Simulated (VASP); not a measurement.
AlP:

```
Al P
1.0
     0.00000    2.73913    2.73913
     2.73913    0.00000    2.73913
     2.73913    2.73913    0.00000
Al P
1 1
Direct
  0.00000 0.00000 0.00000
  0.25000 0.25000 0.25000
```

Base run:

```yaml
Program: VASP 6.6.1
Functional: PBE0
Potentials_or_basis: VASP PAW PBE potentials, release 64 (Al, P)
Cutoff: 400 eV
k_mesh: 8 × 8 × 8
Occupations: fermi-dirac, width 0.02 eV
Spin: no spin polarisation
```

Its results: band gap on the k mesh 2.97 eV (least direct gap 4.81 eV); pressure -0.5 GPa.

Question: The run is repeated on the same cell with these changes: functional from PBE0 to HSE06. What comes out?

Answer: Band gap on the k mesh 2.29 eV (least direct gap 4.13 eV); pressure -0.4 GPa.

Caveats: the PAW data sets were made with another functional, which shifts forces and pressure a little.

A k mesh can miss the band edges.
